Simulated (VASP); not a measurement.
# LaCoPO (P4/nmm) in VASP: a series of runs

The runs below take LaCoPO through relaxation of shape and atoms at fixed volume, with PBE.

All numbers are computed with VASP 6.6.1; they aren't measurements. Logs are shortened: lines on timing, memory, paths and dates and some standing lists are left out, and cuts for length are marked.

## 1. The cell of the first run

Symmetry: P4/nmm, No. 129, tetragonal system. Conventional cell: a = 3.889 Å, b = 3.889 Å, c = 8.360 Å, α = 90.00°, β = 90.00°, γ = 90.00°. Within 3.1 Å of La (site symmetry 4mm) lie 4 O at 2.33 Å. Within 2.9 Å of Co (site symmetry -4m2) lie 4 P at 2.22 Å and 4 Co at 2.75 Å. Within 2.9 Å of P (site symmetry 4mm) lie 4 Co at 2.22 Å. O (site symmetry -4m2) has 4 La at 2.33 Å and 4 O at 2.75 Å within 3.1 Å.

## 2. Relaxation of shape and atoms at fixed volume, PBE (15.80 Å³/atom)

Contents of INCAR:

```
PREC = Accurate
ENCUT = 600
EDIFF = 1E-7
ISMEAR = 0
SIGMA = 0.05
LREAL = False
LASPH = True
NELM = 100
ALGO = Normal
ISIF = 4
LWAVE = False
LCHARG = False
GGA = PE
IBRION = 2
NSW = 60
EDIFFG = -0.01
```

Contents of KPOINTS:

```
regular mesh
0
Gamma
  8 8 4
```

Contents of POSCAR:

```
LaCoPO
1.0
    3.8886840456      0.0000000000      0.0000000000
    0.0000000000      3.8886840456      0.0000000000
    0.0000000000      0.0000000000      8.3603488590
La Co P O
2 2 2 2
Direct
    0.0000000000      0.5000000000      0.8472647804
    0.5000000000      0.0000000000      0.1527352196
    0.5000000000      0.5000000000      0.5000000000
    0.0000000000      0.0000000000      0.5000000000
    0.5000000000      0.0000000000      0.6276652624
    0.0000000000      0.5000000000      0.3723347376
    0.0000000000      0.0000000000      0.0000000000
    0.5000000000      0.5000000000      0.0000000000
```

Potentials or basis: VASP PAW PBE potentials, release 64 (La, Co, P, O).

Launch:

```console
$ cat potpaw_PBE.64/La/POTCAR potpaw_PBE.64/Co/POTCAR potpaw_PBE.64/P/POTCAR potpaw_PBE.64/O/POTCAR > POTCAR
$ mpirun -np 1 vasp_std > vasp.out
```

OUTCAR:

```text
PREC = Accurate
   ENCUT = 600
   EDIFF = 1E-7
   ISMEAR = 0
   LREAL = False
   LASPH = True
   NELM = 100
   ISIF = 4
   GGA = PE
   IBRION = 2
   NSW = 60
   EDIFFG = -0.01

 ion  position               nearest neighbor table
   1  0.000  0.500  0.847-   7 2.33   8 2.33   7 2.33   8 2.33   5 3.31   5 3.31   5 3.31   5 3.31

   2  0.500  0.000  0.153-   7 2.33   8 2.33   8 2.33   7 2.33   6 3.31   6 3.31   6 3.31   6 3.31

   3  0.500  0.500  0.500-   5 2.22   6 2.22   5 2.22   6 2.22   4 2.75   4 2.75   4 2.75   4 2.75

   4  0.000  0.000  0.500-   5 2.22   6 2.22   6 2.22   5 2.22   3 2.75   3 2.75   3 2.75   3 2.75

   5  0.500  0.000  0.628-   3 2.22   4 2.22   3 2.22   4 2.22   1 3.31   1 3.31   1 3.31   1 3.31

   6  0.000  0.500  0.372-   3 2.22   4 2.22   4 2.22   3 2.22   2 3.31   2 3.31   2 3.31   2 3.31

   7  0.000  0.000  0.000-   1 2.33   2 2.33   1 2.33   2 2.33
   8  0.500  0.500  0.000-   1 2.33   2 2.33   2 2.33   1 2.33

  LATTYP: Found a simple tetragonal cell.
 ALAT       =     3.8886840456
 C/A-ratio  =     2.1499172370

  Lattice vectors:

 A1 = (   3.8886840456,   0.0000000000,   0.0000000000)
 A2 = (   0.0000000000,   3.8886840456,   0.0000000000)
 A3 = (   0.0000000000,   0.0000000000,   8.3603488590)

Analysis of symmetry for initial positions (statically):
=====================================================================
 Subroutine PRICEL returns:
 Original cell was already a primitive cell.

 Routine SETGRP: Setting up the symmetry group for a
 simple tetragonal supercell.

 Subroutine GETGRP returns: Found 16 space group operations
 (whereof  8 operations were pure point group operations)
 out of a pool of 16 trial point group operations.

The static configuration has the point symmetry D_2d.
 The point group associated with its full space group is D_4h.

Analysis of symmetry for dynamics (positions and initial velocities):
=====================================================================
 Subroutine PRICEL returns:
 Original cell was already a primitive cell.

 Routine SETGRP: Setting up the symmetry group for a
 simple tetragonal supercell.

 Subroutine GETGRP returns: Found 16 space group operations
 (whereof  8 operations were pure point group operations)
 out of a pool of 16 trial point group operations.

The dynamic configuration has the point symmetry D_2d.
 The point group associated with its full space group is D_4h.

 Subroutine INISYM returns: Found 16 space group operations
 (whereof  8 operations are pure point group operations),
 and found     1 'primitive' translations

----------------------------------------------------------------------------------------

                                     Primitive cell

  volume of cell :     126.4241

  direct lattice vectors                    reciprocal lattice vectors
     3.888684046  0.000000000  0.000000000     0.257156403  0.000000000  0.000000000
     0.000000000  3.888684046  0.000000000     0.000000000  0.257156403  0.000000000
     0.000000000  0.000000000  8.360348859     0.000000000  0.000000000  0.119612234

  length of vectors
     3.888684046  3.888684046  8.360348859     0.257156403  0.257156403  0.119612234

  position of ions in fractional coordinates (direct lattice)
     0.000000000  0.500000000  0.847264780
     0.500000000  0.000000000  0.152735220
     0.500000000  0.500000000  0.500000000
     0.000000000  0.000000000  0.500000000
     0.500000000  0.000000000  0.627665262
     0.000000000  0.500000000  0.372334738
     0.000000000  0.000000000  0.000000000
     0.500000000  0.500000000  0.000000000

  ion indices of the primitive-cell ions
   primitive index   ion index
                 1           1
                 2           2
                 3           3
                 4           4
                 5           5
                 6           6
                 7           7
                 8           8

----------------------------------------------------------------------------------------

 KPOINTS: regular mesh

Automatic generation of k-mesh.
 Grid dimensions read from file:
 generate k-points for:    8    8    4

 Generating k-lattice:

  Cartesian coordinates                     Fractional coordinates (reciprocal lattice)
     0.032144550  0.000000000  0.000000000     0.125000000  0.000000000  0.000000000
     0.000000000  0.032144550  0.000000000     0.000000000  0.125000000  0.000000000
     0.000000000  0.000000000  0.029903058     0.000000000  0.000000000  0.250000000

  Length of vectors
     0.032144550  0.032144550  0.029903058

  Shift w.r.t. Gamma in fractional coordinates (k-lattice)
     0.000000000  0.000000000  0.000000000

 Subroutine IBZKPT returns following result:
 ===========================================

 Found     45 irreducible k-points:

 Following reciprocal coordinates:
            Coordinates               Weight
  0.000000  0.000000  0.000000      1.000000
  0.125000  0.000000  0.000000      4.000000
  0.250000  0.000000  0.000000      4.000000
  0.375000  0.000000  0.000000      4.000000
  0.500000  0.000000  0.000000      2.000000
  0.125000  0.125000  0.000000      4.000000
[... 16 lines left out ...]
  0.375000  0.125000  0.250000     16.000000
  0.500000  0.125000  0.250000      8.000000
 [... further k-points ...]
   k-points           NKPTS =     45   k-points in BZ     NKDIM =     45   number of bands    NBANDS=     37
   number of dos      NEDOS =    301   number of ions     NIONS =      8
   total plane-waves  NPLWV =  71680
   dimension x,y,z NGX =    32 NGY =   32 NGZ =   70
   dimension x,y,z NGXF=    64 NGYF=   64 NGZF=  140
   ions per type =               2   2   2   2
   NGX,Y,Z   is equivalent  to a cutoff of  13.68, 13.68, 13.92 a.u.
   NGXF,Y,Z  is equivalent  to a cutoff of  27.36, 27.36, 27.84 a.u.
 SYSTEM =  unknown system
   PREC   = accura    normal or accurate (medium, high low for compatibility)
   ISTART =      0    job   : 0-new  1-cont  2-samecut
   ICHARG =      2    charge: 1-file 2-atom 10-const
   ISPIN  =      1    spin polarized calculation?
   LNONCOLLINEAR =      F non collinear calculations
   LSORBIT =      F    spin-orbit coupling
   LASPH  =      T    aspherical Exc in radial PAW
   ENCUT  =  600.0 eV  44.10 Ry    6.64 a.u.   7.77  7.77 16.70*2*pi/ulx,y,z
   NELM   =    100;   NELMIN=  2; NELMDL= -5     # of ELM steps
   EDIFF  = 0.1E-06   stopping-criterion for ELM
   LREAL  =      F    real-space projection
   EDIFFG = -.1E-01   stopping-criterion for IOM
   NSW    =     60    number of steps for IOM
   IBRION =      2    ionic relax: 0-MD 1-quasi-New 2-CG
   NFREE  =      1    steps in history (QN), initial steepest desc. (CG)
   ISIF   =      4    stress and relaxation
   ISYM   =      2    0-nonsym 1-usesym 2-fastsym
   POTIM  = 0.5000    time-step for ionic-motion
   TEBEG  =    0.0;   TEEND  =   0.0 temperature during run
   PSTRESS=    0.0 pullay stress
   NELECT =      62.0000    total number of electrons
   NUPDOWN=      -1.0000    fix difference up-down
   EMIN   =  10.00;   EMAX   =-10.00  energy-range for DOS
   EFERMI =   0.00;   METHOD = LEGACY
   ISMEAR =     0;   SIGMA  =   0.05  broadening in eV -4-tet -1-fermi 0-gaus
   EFERMI_NEDOS =   21; number of points for ismear=-14 and -15
   IALGO  =     38    algorithm
   IMIX   =      4    mixing-type and parameters
     AMIX     =   0.40;   BMIX     =  1.00
     AMIX_MAG =   1.60;   BMIX_MAG =  1.00
  volume/ion in A,a.u.               =      15.80       106.64
  Fermi-wavevector in a.u.,A,eV,Ry     =   1.291008  2.439651 22.676841  1.666701
  Thomas-Fermi vector in A             =   2.422804
   LORBIT       =      0    0 simple, 1 ext, 2 COOP (PROOUT), +10 PAW based schemes
   GGA     = PE    functional components
   LHFCALC =     F    Hartree Fock is set to
   AEXX    =    0.0000 exact exchange contribution
   IVDW    =     0    specifies the selected vdW correction
   LEPSILON=     F    determine dielectric tensor
   LRPA    =     F    only Hartree local field effects (RPA)
 conjugate gradient relaxation of ions
 non-spin polarized calculation
 Gauss-broadening in eV      SIGMA  =   0.05
  energy-cutoff  :      600.00
  volume of cell :      126.42
 maximum number of plane-waves:      4252
 NGX is ok and might be reduce to    32
   NGX = 15   NGY = 15   NGZ = 33

--------------------------------------- Ionic step        1  -------------------------------------------

 number of electron      62.0000007 magnetization

 Free energy of the ion-electron system (eV)
  ---------------------------------------------------
  ext. energy  EPLUGINS =         0.00000000
  ---------------------------------------------------
  free energy    TOTEN  =       -60.34890177 eV

  energy without entropy =      -60.34164721  energy(sigma->0) =      -60.34527449

------------------------ aborting loop because EDIFF is reached ----------------------------------------

  FORCE on cell =-STRESS in cart. coord.  units (eV):
  Direction    XX          YY          ZZ          XY          YZ          ZX
  --------------------------------------------------------------------------------------
  -------------------------------------------------------------------------------------
  Total        3.9968835      3.9968835      3.5633221      0.0000000      0.0000000      0.0000000
  in kB       50.6526709     50.6526709     45.1581293      0.0000000      0.0000000      0.0000000
  external PRESSURE =      48.8211570 kB  Pullay stress =       0.0000000 kB
[... 237 lines left out ...]
  energy  without entropy=      -60.3474785052  energy(sigma->0) =      -60.35104625

--------------------------------------- Ionic step        7  -------------------------------------------

 number of electron      62.0000005 magnetization

 Free energy of the ion-electron system (eV)
  ---------------------------------------------------
  ext. energy  EPLUGINS =         0.00000000
  ---------------------------------------------------
  free energy    TOTEN  =       -60.35463548 eV

  energy without entropy =      -60.34742522  energy(sigma->0) =      -60.35103035

 E-fermi :   8.8466     XC(G=0): -11.0816

 val. band max:        8.8040853943   @ k =   0.2500   0.2500   0.0000
 cond. band min:       8.8490095477   @ k =   0.5000   0.3750   0.5000
 fundamental gap:      0.0449241533
 Fermi energy:         8.8466489934

 k-point     1 :       0.0000    0.0000    0.0000
  band No.  band energies     occupation
      1     -22.9402      2.00000
      2     -22.6883      2.00000
      3     -10.5978      2.00000
      4      -9.0179      2.00000
      5      -6.7872      2.00000
      6      -6.7872      2.00000
[... 949 lines left out ...]
     36      11.7671      0.00000
     37      11.9511      0.00000

 [... further k-points ...]

------------------------ aborting loop because EDIFF is reached ----------------------------------------

  FORCE on cell =-STRESS in cart. coord.  units (eV):
  Direction    XX          YY          ZZ          XY          YZ          ZX
  --------------------------------------------------------------------------------------
  -------------------------------------------------------------------------------------
  Total        3.2897722      3.2897722      3.2565630      0.0000000      0.0000000     -0.0000000
  in kB       41.6914211     41.6914211     41.2705590      0.0000000      0.0000000     -0.0000000
  external PRESSURE =      41.5511337 kB  Pullay stress =       0.0000000 kB
[... 23 lines left out ...]
  FREE ENERGIE OF THE ION-ELECTRON SYSTEM (eV)
  ---------------------------------------------------
  free  energy   TOTEN  =       -60.3546354782 eV

  energy  without entropy=      -60.3474252152  energy(sigma->0) =      -60.35103035

 reached required accuracy - stopping structural energy minimisation
```

Wall time 25 min (1 thread of Intel Xeon 8259CL, shared host); peak memory 0.48 GiB.

What came out:

```
Free energy                  : -60.3546 eV
Energy gained by relaxing    : 0.7 meV/atom
Ionic steps                  : 7
Pressure after relaxing      : 4.2 GPa
Largest force after relaxing : 0.005 eV/Å
Band gap on the k mesh       : zero (bands 31 and 32 overlap by 2.20 eV)
```

Forces on the atoms (eV/Å):
```
La   0.000  0.000 -0.002
La   0.000  0.000  0.002
Co   0.000  0.000  0.000
Co   0.000  0.000  0.000
P    0.000  0.000 -0.005
P    0.000  0.000  0.005
O    0.000  0.000  0.000
O    0.000  0.000  0.000
```

Step by step:
```tsv
step	energy change (eV)	largest force (eV/Å)	pressure (GPa)	volume (Å³)
1	0.0000	0.2607	4.88	126.42
2	-0.0052	0.0460	4.22	126.42
3	-0.0052	0.0479	4.21	126.42
4	-0.0056	0.0146	4.19	126.42
5	-0.0057	0.0142	4.15	126.42
6	-0.0057	0.0111	4.16	126.42
7	-0.0057	0.0053	4.16	126.42
```

Final structure:
```
CELL_PARAMETERS angstrom
3.89646 0.00000 0.00000
0.00000 3.89646 0.00000
0.00000 0.00000 8.32702
ATOMIC_POSITIONS crystal
La 0.00000 0.50000 0.84601
La 0.50000 0.00000 0.15399
Co 0.50000 0.50000 0.50000
Co 0.00000 0.00000 0.50000
P 0.50000 0.00000 0.62912
P 0.00000 0.50000 0.37088
O 0.00000 0.00000 0.00000
O 0.50000 0.50000 0.00000
```

Levels at points of the mesh, in eV from the Fermi level:
| k point | band 29 | band 30 | band 31 | band 32 | band 33 | band 34 |
| --- | --- | --- | --- | --- | --- | --- |
| (0.00, 0.00, 0.00) | -0.64 | -0.64 | -0.37 | 1.32 | 1.85 | 2.18 |
| (0.50, 0.00, 0.00) | -1.15 | -1.15 | 0.86 | 0.86 | 0.94 | 0.94 |
| (0.50, 0.50, 0.00) | -1.20 | -1.20 | -1.14 | -1.14 | -0.07 | -0.07 |
| (0.00, 0.00, 0.50) | -0.64 | -0.45 | -0.37 | 0.81 | 1.54 | 2.15 |
| (0.50, 0.00, 0.50) | -1.17 | -1.17 | 1.00 | 1.00 | 1.03 | 1.03 |
| (0.50, 0.50, 0.50) | -1.20 | -1.20 | -1.20 | -1.20 | -0.07 | -0.07 |

Caveat: spin-orbit coupling is left out, which moves the levels of the heavy elements; the run has no spin polarisation, though such a crystal can be magnetic.

[end of part 1 of 2]

The gap in the log of VASP goes by the Fermi energy; the results here count the filled bands.